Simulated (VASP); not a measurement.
# CsPbCl3 (Pm-3m) in VASP: single point with PBE

Aim: the single point of CsPbCl3 with PBE.

Everything below comes from runs of VASP 6.6.1. Logs are shortened: lines on timing, memory, paths and dates and some standing lists are left out, and cuts for length are marked.

## 1. The cell of the first run

The structure is cubic, space group Pm-3m (No. 221). The conventional cell has a = 5.430 Å, b = 5.430 Å, c = 5.430 Å, α = 90.00°, β = 90.00°, γ = 90.00°. Pb (site symmetry m-3m) has 6 Cl at 2.72 Å within 3.6 Å. Within 3.6 Å of Cl (site symmetry 4/mmm) lie 2 Pb at 2.72 Å. Within 5.0 Å of Cs (site symmetry m-3m) lie 12 Cl at 3.84 Å and 8 Pb at 4.70 Å.

## 2. Single point, PBE, non-collinear spin, zero start, spin-orbit coupling

Contents of INCAR:

```
SYSTEM = CsPbCl3
PREC = Accurate
ENCUT = 520
EDIFF = 1E-6
ISMEAR = -1
SIGMA = 0.1
LREAL = .False.
LASPH = .True.
NELM = 150
ALGO = Normal
ISIF = 2
LWAVE = .False.
LCHARG = .True.
MAGMOM = 0 0 0 0 0 0 0 0 0 0 0 0 0 0 0
LORBIT = 11
LSORBIT = .True.
GGA_COMPAT = .False.
LORBMOM = .True.
GGA = PE
LVHAR = .True.
NBANDS = 59
```

Contents of KPOINTS:

```
Automatic mesh
0
Gamma
  6 6 6
  0 0 0
```

Contents of POSCAR:

```
CsPbCl3
1.0
    5.4301230000      0.0000000000      0.0000000000
    0.0000000000      5.4301230000      0.0000000000
    0.0000000000      0.0000000000      5.4301230000
Pb Cl Cs
1 3 1
Direct
    0.0000000000      0.0000000000      0.0000000000
    0.5000000000      0.0000000000      0.0000000000
    0.0000000000      0.5000000000      0.0000000000
    0.0000000000      0.0000000000      0.5000000000
    0.5000000000      0.5000000000      0.5000000000
```

Potentials or basis: VASP PAW PBE potentials, release 64 (Pb_d, Cl, Cs_sv).

Launch:

```bash
cat potpaw_PBE.64/Pb_d/POTCAR potpaw_PBE.64/Cl/POTCAR potpaw_PBE.64/Cs_sv/POTCAR > POTCAR
mpirun -np 1 vasp_ncl > vasp.out
```

OUTCAR:

```text
SYSTEM = CsPbCl3
   PREC = Accurate
   ENCUT = 520
   EDIFF = 1E-6
   ISMEAR = -1
   LREAL = .False.
   LASPH = .True.
   NELM = 150
   ISIF = 2
   LORBIT = 11
   LSORBIT = .True.
   GGA = PE

 ion  position               nearest neighbor table
   1  0.000  0.000  0.000-   2 2.72   3 2.72   4 2.72   4 2.72   3 2.72   2 2.72
   2  0.500  0.000  0.000-   1 2.72   1 2.72
   3  0.000  0.500  0.000-   1 2.72   1 2.72
   4  0.000  0.000  0.500-   1 2.72   1 2.72
   5  0.500  0.500  0.500-

  LATTYP: Found a simple cubic cell.
 ALAT       =     5.4301230000

  Lattice vectors:

 A1 = (   5.4301230000,   0.0000000000,   0.0000000000)
 A2 = (   0.0000000000,   5.4301230000,   0.0000000000)
 A3 = (   0.0000000000,   0.0000000000,   5.4301230000)

Analysis of symmetry for initial positions (statically):
=====================================================================
 Subroutine PRICEL returns:
 Original cell was already a primitive cell.

 Routine SETGRP: Setting up the symmetry group for a
 simple cubic supercell.

 Subroutine GETGRP returns: Found 48 space group operations
 (whereof 48 operations were pure point group operations)
 out of a pool of 48 trial point group operations.

The static configuration has the point symmetry O_h .

Analysis of symmetry for dynamics (positions and initial velocities):
=====================================================================
 Subroutine PRICEL returns:
 Original cell was already a primitive cell.

 Routine SETGRP: Setting up the symmetry group for a
 simple cubic supercell.

 Subroutine GETGRP returns: Found 48 space group operations
 (whereof 48 operations were pure point group operations)
 out of a pool of 48 trial point group operations.

The dynamic configuration has the point symmetry O_h .

Analysis of structural, dynamic, and magnetic symmetry:
=====================================================================
 Subroutine PRICEL returns:
 Original cell was already a primitive cell.

 Routine SETGRP: Setting up the symmetry group for a
 simple cubic supercell.

 Subroutine GETGRP returns: Found 48 space group operations
 (whereof 48 operations were pure point group operations)
 out of a pool of 48 trial point group operations.

The overall configuration has the point symmetry O_h .

 Subroutine INISYM returns: Found 48 space group operations
 (whereof 48 operations are pure point group operations),
 and found     1 'primitive' translations

----------------------------------------------------------------------------------------

                                     Primitive cell

  volume of cell :     160.1139

  direct lattice vectors                    reciprocal lattice vectors
     5.430123000  0.000000000  0.000000000     0.184157891  0.000000000  0.000000000
     0.000000000  5.430123000  0.000000000     0.000000000  0.184157891  0.000000000
     0.000000000  0.000000000  5.430123000     0.000000000  0.000000000  0.184157891

  length of vectors
     5.430123000  5.430123000  5.430123000     0.184157891  0.184157891  0.184157891

  position of ions in fractional coordinates (direct lattice)
     0.000000000  0.000000000  0.000000000
     0.500000000  0.000000000  0.000000000
     0.000000000  0.500000000  0.000000000
     0.000000000  0.000000000  0.500000000
     0.500000000  0.500000000  0.500000000

  ion indices of the primitive-cell ions
   primitive index   ion index
                 1           1
                 2           2
                 3           3
                 4           4
                 5           5

----------------------------------------------------------------------------------------

 KPOINTS: Automatic mesh

Automatic generation of k-mesh.
 Grid dimensions read from file:
 generate k-points for:    6    6    6

 Generating k-lattice:

[... 107 lines left out ...]

 val. band max:        3.1465563237   @ k =   0.5000   0.5000   0.5000
 cond. band min:       3.5354798215   @ k =   0.5000   0.5000   0.5000
 fundamental gap:      0.3889234978
 Fermi energy:         3.3382748106

 k-point     1 :       0.0000    0.0000    0.0000
  band No.  band energies     occupation
      1     -18.8355      1.00000
      2     -18.8355      1.00000
      3     -15.4511      1.00000
      4     -15.4511      1.00000
      5     -15.4511      1.00000
      6     -15.4511      1.00000
[... 1169 lines left out ...]
     55       8.2121      0.00000
     56       8.2121      0.00000
 [bands above 56 left out]

------------------------ aborting loop because EDIFF is reached ----------------------------------------

  FORCE on cell =-STRESS in cart. coord.  units (eV):
  Direction    XX          YY          ZZ          XY          YZ          ZX
  --------------------------------------------------------------------------------------
  -------------------------------------------------------------------------------------
  Total        5.0455453      5.0455453      5.0455453      0.0000000      0.0000000     -0.0000000
  in kB       50.4881767     50.4881767     50.4881767      0.0000000      0.0000000     -0.0000000
  external PRESSURE =      50.4881767 kB  Pullay stress =       0.0000000 kB

 VOLUME and BASIS-vectors are now :
 -----------------------------------------------------------------------------
  energy-cutoff  :      520.00
  volume of cell :      160.11
      direct lattice vectors                 reciprocal lattice vectors
     5.430123000  0.000000000  0.000000000     0.184157891  0.000000000  0.000000000
     0.000000000  5.430123000  0.000000000     0.000000000  0.184157891  0.000000000
     0.000000000  0.000000000  5.430123000     0.000000000  0.000000000  0.184157891

 POSITION                                       TOTAL-FORCE (eV/Angst)
 -----------------------------------------------------------------------------------
      0.00000      0.00000      0.00000         0.000000      0.000000      0.000000
      2.71506      0.00000      0.00000         0.000000      0.000000      0.000000
      0.00000      2.71506      0.00000         0.000000      0.000000      0.000000
      0.00000      0.00000      2.71506         0.000000      0.000000      0.000000
      2.71506      2.71506      2.71506         0.000000      0.000000      0.000000
 -----------------------------------------------------------------------------------
    total drift:                                0.000000      0.000000      0.000000

  FREE ENERGIE OF THE ION-ELECTRON SYSTEM (eV)
  ---------------------------------------------------
  free  energy   TOTEN  =       -17.6785873265 eV

  energy  without entropy=      -17.6778016788  energy(sigma->0) =      -17.67819450

 orbital moment (x)

 # of ion     p       d       tot
 ----------------------------------------
  1         0.000  -0.000  -0.000
  2         0.000   0.000   0.000
  3         0.000   0.000   0.000
  4        -0.000   0.000  -0.000
  5         0.000  -0.000   0.000
 ----------------------------------------
            0.000  -0.000   0.000

 orbital moment (y)

 # of ion     p       d       tot
 ----------------------------------------
  1        -0.000   0.000  -0.000
  2         0.000   0.000   0.000
  3         0.000   0.000   0.000
  4         0.000   0.000   0.000
  5         0.000  -0.000  -0.000
 ----------------------------------------
            0.000   0.000   0.000

 orbital moment (z)

 # of ion     p       d       tot
 ----------------------------------------
  1         0.000   0.000   0.000
  2         0.000   0.000   0.000
  3         0.000   0.000   0.000
  4         0.000   0.000   0.000
  5         0.000  -0.000  -0.000
 ----------------------------------------
            0.000  -0.000   0.000

 Spin-Orbit-Coupling matrix elements

 Ion:    1  E_soc:     -0.7229014
 l=   1
     0.0000000    -0.0539005    -0.0539005
    -0.0539005     0.0000000    -0.0539005
    -0.0539005    -0.0539005     0.0000000
 l=   2
     0.0000000    -0.0134401     0.0000000    -0.0134401    -0.0531429
    -0.0134401     0.0000000    -0.0398572    -0.0134401    -0.0132857
     0.0000000    -0.0398572     0.0000000    -0.0398572     0.0000000
    -0.0134401    -0.0134401    -0.0398572     0.0000000    -0.0132857
    -0.0531429    -0.0132857     0.0000000    -0.0132857     0.0000000
 l=   3
     0.0000000     0.0000000     0.0000000     0.0000000     0.0000000     0.0000000     0.0000000
     0.0000000     0.0000000     0.0000000     0.0000000     0.0000000     0.0000000     0.0000000
     0.0000000     0.0000000     0.0000000     0.0000000     0.0000000     0.0000000     0.0000000
     0.0000000     0.0000000     0.0000000     0.0000000     0.0000000     0.0000000     0.0000000
[... 69 lines left out ...]
 l=   2
     0.0000000    -0.0000022     0.0000000    -0.0000022    -0.0000095
    -0.0000022     0.0000000    -0.0000071    -0.0000022    -0.0000024
     0.0000000    -0.0000071     0.0000000    -0.0000071     0.0000000
    -0.0000022    -0.0000022    -0.0000071     0.0000000    -0.0000024
    -0.0000095    -0.0000024     0.0000000    -0.0000024     0.0000000
 l=   3
     0.0000000     0.0000000     0.0000000     0.0000000     0.0000000     0.0000000     0.0000000
     0.0000000     0.0000000     0.0000000     0.0000000     0.0000000     0.0000000     0.0000000
     0.0000000     0.0000000     0.0000000     0.0000000     0.0000000     0.0000000     0.0000000
     0.0000000     0.0000000     0.0000000     0.0000000     0.0000000     0.0000000     0.0000000
     0.0000000     0.0000000     0.0000000     0.0000000     0.0000000     0.0000000     0.0000000
     0.0000000     0.0000000     0.0000000     0.0000000     0.0000000     0.0000000     0.0000000
     0.0000000     0.0000000     0.0000000     0.0000000     0.0000000     0.0000000     0.0000000

 total charge

# of ion       s       p       d       tot
------------------------------------------
    1        1.517   0.521   9.878  11.916
    2        1.604   3.544   0.000   5.147
    3        1.604   3.544   0.000   5.147
    4        1.604   3.544   0.000   5.147
    5        1.832   4.713   0.016   6.560
--------------------------------------------------
tot          8.160  15.866   9.893  33.919

 magnetization (x)

# of ion       s       p       d       tot
------------------------------------------
    1        0.000   0.000   0.000   0.000
    2        0.000  -0.000   0.000   0.000
    3        0.000   0.000   0.000   0.000
    4        0.000   0.000   0.000   0.000
    5       -0.000   0.000  -0.000  -0.000
--------------------------------------------------
tot          0.000   0.000  -0.000   0.000

 magnetization (y)

# of ion       s       p       d       tot
------------------------------------------
    1        0.000   0.000  -0.000   0.000
    2        0.000   0.000   0.000   0.000
    3        0.000   0.000   0.000   0.000
    4        0.000   0.000   0.000   0.000
    5       -0.000   0.000   0.000  -0.000
--------------------------------------------------
tot          0.000   0.000   0.000   0.000

 magnetization (z)

# of ion       s       p       d       tot
------------------------------------------
    1        0.000   0.000  -0.000   0.000
    2        0.000  -0.000   0.000  -0.000
    3       -0.000   0.000   0.000  -0.000
    4        0.000  -0.000   0.000   0.000
    5        0.000   0.000   0.000   0.000
--------------------------------------------------
tot          0.000  -0.000   0.000   0.000
```

Wall time 4 min (1 thread of Intel Xeon Platinum 8488C (Sapphire Rapids), shared host); peak memory 0.65 GiB.

What came out:

| Item | Value |
| --- | --- |
| Free energy | -17.6786 eV |
| Pressure | 5.0 GPa |
| Net moment | 0.00 μB per cell |
| Valence electrons inside the program's atomic spheres | Pb 11.92; Cl 5.15; Cs 6.56 |

Moments on the atoms (μB; x, y, z):
```
Pb  0.00 0.00 0.00
Cl  0.00 0.00 0.00
Cl  0.00 0.00 0.00
Cl  0.00 0.00 0.00
Cs  0.00 0.00 0.00
```

Caveat: the cell stands under pressure.
